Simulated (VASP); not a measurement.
# S (Fd-3m) in VASP: notebook

The runs below take S through single point, with PBE.

Program: VASP 6.6.1. These are calculated values, not measurements. Logs are shortened: lines on timing, memory, paths and dates and some standing lists are left out, and cuts for length are marked.

**1. The cell of the first run**

It takes space group Fd-3m (No. 227, cubic). The conventional cell has a = 5.789 Å, b = 5.789 Å, c = 5.789 Å, α = 90.00°, β = 90.00°, γ = 90.00°. S (site symmetry -43m) has 4 S at 2.51 Å within 3.3 Å.

This isn't the form of S at room conditions, which is orthorhombic, of S8 rings.

**2. Single point, PBE**

Input file INCAR:

```
PREC     = Accurate       # precision mode
ENCUT    = 500            # plane-wave cutoff, eV
EDIFF    = 1E-6           # SCF threshold, eV
ISMEAR   = 0              # smearing method
SIGMA    = 0.05           # smearing width, eV
LREAL    = False          # projectors in reciprocal space
LASPH    = True           # aspherical terms in the spheres
NELM     = 120            # most SCF steps
ALGO     = Normal         # electronic algorithm
ISIF     = 2              # what is computed and relaxed
LWAVE    = False          # write WAVECAR
LCHARG   = False          # write CHGCAR
GGA      = PE             # functional
NBANDS   = 13             # bands
GGA_COMPAT= False
```

Input file KPOINTS:

```
regular mesh
0
Gamma
  7 7 7
```

Input file POSCAR:

```
S
1.0
    0.0000000000      2.8945658190      2.8945658190
    2.8945658190      0.0000000000      2.8945658190
    2.8945658190      2.8945658190      0.0000000000
S
2
Direct
    0.0000000000      0.0000000000      0.0000000000
    0.2500000000      0.2500000000      0.2500000000
```

Potentials or basis: VASP PAW PBE potentials, release 64 (S).

Started as:

```bash
> cat potpaw_PBE.64/S/POTCAR > POTCAR
> mpirun -np 1 vasp_std > vasp.out
```

OUTCAR:

```text
PREC = Accurate
   ENCUT = 500
   EDIFF = 1E-6
   ISMEAR = 0
   LREAL = False
   LASPH = True
   NELM = 120
   ISIF = 2
   GGA = PE

 ion  position               nearest neighbor table
   1  0.000  0.000  0.000-   2 2.51   2 2.51   2 2.51   2 2.51
   2  0.250  0.250  0.250-   1 2.51   1 2.51   1 2.51   1 2.51

  LATTYP: Found a face centered cubic cell.
 ALAT       =     5.7891316380

  Lattice vectors:

 A1 = (   0.0000000000,   2.8945658190,   2.8945658190)
 A2 = (   2.8945658190,   0.0000000000,   2.8945658190)
 A3 = (   2.8945658190,   2.8945658190,   0.0000000000)

Analysis of symmetry for initial positions (statically):
=====================================================================
 Subroutine PRICEL returns:
 Original cell was already a primitive cell.

 Routine SETGRP: Setting up the symmetry group for a
 face centered cubic supercell.

 Subroutine GETGRP returns: Found 48 space group operations
 (whereof 24 operations were pure point group operations)
 out of a pool of 48 trial point group operations.

The static configuration has the point symmetry T_d .
 The point group associated with its full space group is O_h .

Analysis of symmetry for dynamics (positions and initial velocities):
=====================================================================
 Subroutine PRICEL returns:
 Original cell was already a primitive cell.

 Routine SETGRP: Setting up the symmetry group for a
 face centered cubic supercell.

 Subroutine GETGRP returns: Found 48 space group operations
 (whereof 24 operations were pure point group operations)
 out of a pool of 48 trial point group operations.

The dynamic configuration has the point symmetry T_d .
 The point group associated with its full space group is O_h .

 Subroutine INISYM returns: Found 48 space group operations
 (whereof 24 operations are pure point group operations),
 and found     1 'primitive' translations

----------------------------------------------------------------------------------------

                                     Primitive cell

  volume of cell :      48.5043

  direct lattice vectors                    reciprocal lattice vectors
     0.000000000  2.894565819  2.894565819    -0.172737478  0.172737478  0.172737478
     2.894565819  0.000000000  2.894565819     0.172737478 -0.172737478  0.172737478
     2.894565819  2.894565819  0.000000000     0.172737478  0.172737478 -0.172737478

  length of vectors
     4.093534238  4.093534238  4.093534238     0.299190089  0.299190089  0.299190089

  position of ions in fractional coordinates (direct lattice)
     0.000000000  0.000000000  0.000000000
     0.250000000  0.250000000  0.250000000

  ion indices of the primitive-cell ions
   primitive index   ion index
                 1           1
                 2           2

----------------------------------------------------------------------------------------

 KPOINTS: regular mesh

Automatic generation of k-mesh.
 Grid dimensions read from file:
 generate k-points for:    7    7    7

 Generating k-lattice:

  Cartesian coordinates                     Fractional coordinates (reciprocal lattice)
    -0.024676783  0.024676783  0.024676783     0.142857143  0.000000000  0.000000000
     0.024676783 -0.024676783  0.024676783     0.000000000  0.142857143  0.000000000
     0.024676783  0.024676783 -0.024676783     0.000000000  0.000000000  0.142857143

  Length of vectors
     0.042741441  0.042741441  0.042741441

  Shift w.r.t. Gamma in fractional coordinates (k-lattice)
     0.000000000  0.000000000  0.000000000

 Subroutine IBZKPT returns following result:
 ===========================================

 Found     20 irreducible k-points:

 Following reciprocal coordinates:
            Coordinates               Weight
  0.000000  0.000000  0.000000      1.000000
  0.142857  0.000000  0.000000      8.000000
  0.285714  0.000000  0.000000      8.000000
  0.428571  0.000000  0.000000      8.000000
  0.142857  0.142857  0.000000      6.000000
  0.285714  0.142857  0.000000     24.000000
[... 12 lines left out ...]
 -0.428571  0.428571  0.142857     24.000000
 -0.285714  0.428571  0.142857     24.000000
   k-points           NKPTS =     20   k-points in BZ     NKDIM =     20   number of bands    NBANDS=     13
   number of dos      NEDOS =    301   number of ions     NIONS =      2
   total plane-waves  NPLWV =  27000
   dimension x,y,z NGX =    30 NGY =   30 NGZ =   30
   dimension x,y,z NGXF=    60 NGYF=   60 NGZF=   60
   ions per type =               2
   NGX,Y,Z   is equivalent  to a cutoff of  12.18, 12.18, 12.18 a.u.
   NGXF,Y,Z  is equivalent  to a cutoff of  24.37, 24.37, 24.37 a.u.
 SYSTEM =  unknown system
   PREC   = accura    normal or accurate (medium, high low for compatibility)
   ISTART =      0    job   : 0-new  1-cont  2-samecut
   ICHARG =      2    charge: 1-file 2-atom 10-const
   ISPIN  =      1    spin polarized calculation?
   LNONCOLLINEAR =      F non collinear calculations
   LSORBIT =      F    spin-orbit coupling
   LASPH  =      T    aspherical Exc in radial PAW
   ENCUT  =  500.0 eV  36.75 Ry    6.06 a.u.   7.46  7.46  7.46*2*pi/ulx,y,z
   NELM   =    120;   NELMIN=  2; NELMDL= -5     # of ELM steps
   EDIFF  = 0.1E-05   stopping-criterion for ELM
   LREAL  =      F    real-space projection
   EDIFFG = 0.1E-04   stopping-criterion for IOM
   NSW    =      0    number of steps for IOM
   IBRION =     -1    ionic relax: 0-MD 1-quasi-New 2-CG
   NFREE  =      0    steps in history (QN), initial steepest desc. (CG)
   ISIF   =      2    stress and relaxation
   ISYM   =      2    0-nonsym 1-usesym 2-fastsym
   POTIM  = 0.5000    time-step for ionic-motion
   TEBEG  =    0.0;   TEEND  =   0.0 temperature during run
   PSTRESS=    0.0 pullay stress
   NELECT =      12.0000    total number of electrons
   NUPDOWN=      -1.0000    fix difference up-down
   EMIN   =  10.00;   EMAX   =-10.00  energy-range for DOS
   EFERMI =   0.00;   METHOD = LEGACY
   ISMEAR =     0;   SIGMA  =   0.05  broadening in eV -4-tet -1-fermi 0-gaus
   EFERMI_NEDOS =   21; number of points for ismear=-14 and -15
   IALGO  =     38    algorithm
   IMIX   =      4    mixing-type and parameters
     AMIX     =   0.40;   BMIX     =  1.00
     AMIX_MAG =   1.60;   BMIX_MAG =  1.00
  volume/ion in A,a.u.               =      24.25       163.66
  Fermi-wavevector in a.u.,A,eV,Ry     =   1.027721  1.942111 14.370610  1.056210
  Thomas-Fermi vector in A             =   2.161680
   LORBIT       =      0    0 simple, 1 ext, 2 COOP (PROOUT), +10 PAW based schemes
   GGA     = PE    functional components
   LHFCALC =     F    Hartree Fock is set to
   AEXX    =    0.0000 exact exchange contribution
   IVDW    =     0    specifies the selected vdW correction
   LEPSILON=     F    determine dielectric tensor
   LRPA    =     F    only Hartree local field effects (RPA)
 non-spin polarized calculation
 Gauss-broadening in eV      SIGMA  =   0.05
  energy-cutoff  :      500.00
  volume of cell :       48.50
 maximum number of plane-waves:      1248
 NGX is ok and might be reduce to    30
   NGX = 15   NGY = 15   NGZ = 15

 number of electron      11.9999997 magnetization

 Free energy of the ion-electron system (eV)
  ---------------------------------------------------
  ext. energy  EPLUGINS =         0.00000000
  ---------------------------------------------------
  free energy    TOTEN  =        -6.25511386 eV

  energy without entropy =       -6.25209286  energy(sigma->0) =       -6.25360336

 E-fermi :   3.4951     XC(G=0):  -8.7014

 val. band max:        3.4847474374   @ k =  -0.2857   0.1429   0.0000
 cond. band min:       3.5351187093   @ k =  -0.2857   0.1429   0.0000
 fundamental gap:      0.0503712719
 Fermi energy:         3.4950708338

 k-point     1 :       0.0000    0.0000    0.0000
  band No.  band energies     occupation
      1     -12.2892      2.00000
      2      -5.6591      2.00000
      3      -0.3821      2.00000
      4      -0.3821      2.00000
      5      -0.3821      2.00000
      6       2.5232      2.00000
      7       2.5232      2.00000
      8       2.5232      2.00000
      9       9.0558      0.00000
     10      11.3154      0.00000
     11      11.3154      0.00000
     12      13.9957      0.00000
     13      13.9957      0.00000

 k-point     2 :       0.1429    0.0000    0.0000
  band No.  band energies     occupation
      1     -12.1255      2.00000
      2      -6.1648      2.00000
      3      -0.5687      2.00000
      4      -0.5687      2.00000
      5      -0.3704      2.00000
      6       2.8056      2.00000
      7       2.8056      2.00000
      8       2.8724      2.00000
      9       9.6620      0.00000
     10      10.9452      0.00000
     11      10.9452      0.00000
     12      13.6250      0.00000
     13      14.9837      0.00000

 k-point     3 :       0.2857    0.0000    0.0000
  band No.  band energies     occupation
      1     -11.6775      2.00000
      2      -7.2423      2.00000
      3      -0.8989      2.00000
      4      -0.8989      2.00000
      5      -0.5531      2.00000
      6       3.3192      2.00000
      7       3.3192      2.00000
      8       3.9792      0.00000
      9      10.5599      0.00000
     10      10.8750      0.00000
     11      10.8750      0.00000
     12      13.4425      0.00000
     13      15.7400      0.00000
[... 241 lines left out ...]
 k-point    19 :      -0.4286    0.4286    0.1429
  band No.  band energies     occupation
      1     -10.3397      2.00000
      2      -9.1889      2.00000
      3      -2.2197      2.00000
      4      -2.0038      2.00000
      5       1.7838      2.00000
      6       2.1739      2.00000
      7       5.1001      0.00000
      8       5.2758      0.00000
      9       9.7736      0.00000
     10      10.1414      0.00000
     11      13.2778      0.00000
     12      14.1701      0.00000
     13      15.3365      0.00000

 k-point    20 :      -0.2857    0.4286    0.1429
  band No.  band energies     occupation
      1     -10.1574      2.00000
      2      -9.3897      2.00000
      3      -2.4596      2.00000
      4      -1.9564      2.00000
      5       1.7781      2.00000
      6       2.9309      2.00000
      7       4.9236      0.00000
      8       4.9700      0.00000
      9       9.3047      0.00000
     10      10.3550      0.00000
     11      12.6413      0.00000
     12      14.6966      0.00000
     13      16.5278      0.00000

------------------------ aborting loop because EDIFF is reached ----------------------------------------

  FORCE on cell =-STRESS in cart. coord.  units (eV):
  Direction    XX          YY          ZZ          XY          YZ          ZX
  --------------------------------------------------------------------------------------
  -------------------------------------------------------------------------------------
  Total       -0.0250868     -0.0250868     -0.0250868      0.0000000      0.0000000      0.0000000
  in kB       -0.8286597     -0.8286597     -0.8286597      0.0000000      0.0000000      0.0000000
  external PRESSURE =      -0.8286597 kB  Pullay stress =       0.0000000 kB

 VOLUME and BASIS-vectors are now :
 -----------------------------------------------------------------------------
  energy-cutoff  :      500.00
  volume of cell :       48.50
      direct lattice vectors                 reciprocal lattice vectors
     0.000000000  2.894565819  2.894565819    -0.172737478  0.172737478  0.172737478
     2.894565819  0.000000000  2.894565819     0.172737478 -0.172737478  0.172737478
     2.894565819  2.894565819  0.000000000     0.172737478  0.172737478 -0.172737478

 POSITION                                       TOTAL-FORCE (eV/Angst)
 -----------------------------------------------------------------------------------
      0.00000      0.00000      0.00000         0.000000      0.000000     -0.000000
      1.44728      1.44728      1.44728        -0.000000     -0.000000      0.000000
 -----------------------------------------------------------------------------------
    total drift:                                0.000000     -0.000000      0.000000

  FREE ENERGIE OF THE ION-ELECTRON SYSTEM (eV)
  ---------------------------------------------------
  free  energy   TOTEN  =        -6.2551138643 eV

  energy  without entropy=       -6.2520928567  energy(sigma->0) =       -6.25360336
```

Wall time 13 s (1 thread of AMD EPYC 7R43 (Zen 3), shared host); peak memory 0.12 GiB.

Results:

```
Free energy            : -6.2551 eV
Pressure               : -0.1 GPa
Band gap on the k mesh : zero (bands 6 and 7 overlap by 1.13 eV)
```

**3. Single point, PBE**

This run uses another cell than the first one, of 23.77 Å³/atom.

Input file INCAR:

```
PREC = Accurate ; ENCUT = 500
EDIFF = 1E-6 ; ISMEAR = 0
SIGMA = 0.05 ; LREAL = F
LASPH = T ; NELM = 120
ALGO = Normal ; ISIF = 2
LWAVE = F ; LCHARG = F
GGA = PE ; NBANDS = 13
GGA_COMPAT = F
```

KPOINTS is that of step 2.

Input file POSCAR:

```
S
1.0
    0.0000000000      2.8751386174      2.8751386174
    2.8751386174      0.0000000000      2.8751386174
    2.8751386174      2.8751386174      0.0000000000
S
2
Direct
    0.0000000000      0.0000000000      0.0000000000
    0.2500000000      0.2500000000      0.2500000000
```

Potentials or basis: VASP PAW PBE potentials, release 64 (S).

Started as:

```bash
> cat potpaw_PBE.64/S/POTCAR > POTCAR
> mpirun -np 1 vasp_std > vasp.out
```

It took 14 s on 1 thread of AMD EPYC 7R43 (Zen 3), shared host; peak memory 0.12 GiB.

Results (log left out):

* Free energy: -6.2525 eV
* Pressure: 0.9 GPa
* Band gap on the k mesh: zero (bands 6 and 7 overlap by 1.20 eV)

Levels at points of the mesh, in eV from the Fermi level:
```tsv
k point	band 4	band 5	band 6	band 7	band 8	band 9
(0.00, 0.00, 0.00)	-3.96	-3.96	-1.01	-1.01	-1.01	5.57
```
